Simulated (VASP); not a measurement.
CaIr2, 6 atoms in the cell. It takes space group Fd-3m (No. 227, cubic). The conventional cell has a = 7.527 Å, b = 7.527 Å, c = 7.527 Å, α = 90.00°, β = 90.00°, γ = 90.00°. Ca (site symmetry -43m) has 12 Ir at 3.12 Å and 4 Ca at 3.26 Å within 4.1 Å. Within 3.5 Å of Ir (site symmetry -3m) lie 6 Ir at 2.66 Å and 6 Ca at 3.12 Å. 

* Program: VASP 6.6.1
* Task: single point
* Functional: r2SCAN
* Potentials or basis: VASP PAW PBE potentials, release 64 (Ca_sv, Ir)
* Cutoff: 520 eV
* k mesh: 8 × 8 × 8
* Occupations: gaussian, width 0.1 eV
* Spin: no spin polarisation
* Dipole correction: no
* Further INCAR settings: ALGO = Normal; EDIFF = 1e-06; NBANDS = 37

Potentials or basis: VASP PAW PBE potentials, release 64 (Ca_sv, Ir).

The run is started by

```sh
$ cat potpaw_PBE.64/Ca_sv/POTCAR potpaw_PBE.64/Ir/POTCAR > POTCAR
$ cp INCAR.step1 INCAR
$ mpirun -np 1 vasp_std > vasp.out
$ cp INCAR.step2 INCAR
$ mpirun -np 1 vasp_std > vasp.out
```

Hardware: 1 thread of Intel(R) Xeon(R) 6975P-C (Granite Rapids) (shared host).

Problem. Estimate the wall time of this run.

Solution. Wall time 3.3 min on 1 thread of Intel(R) Xeon(R) 6975P-C (Granite Rapids), with other jobs on the host, peak memory 0.31 GiB. Counts: k points 29.
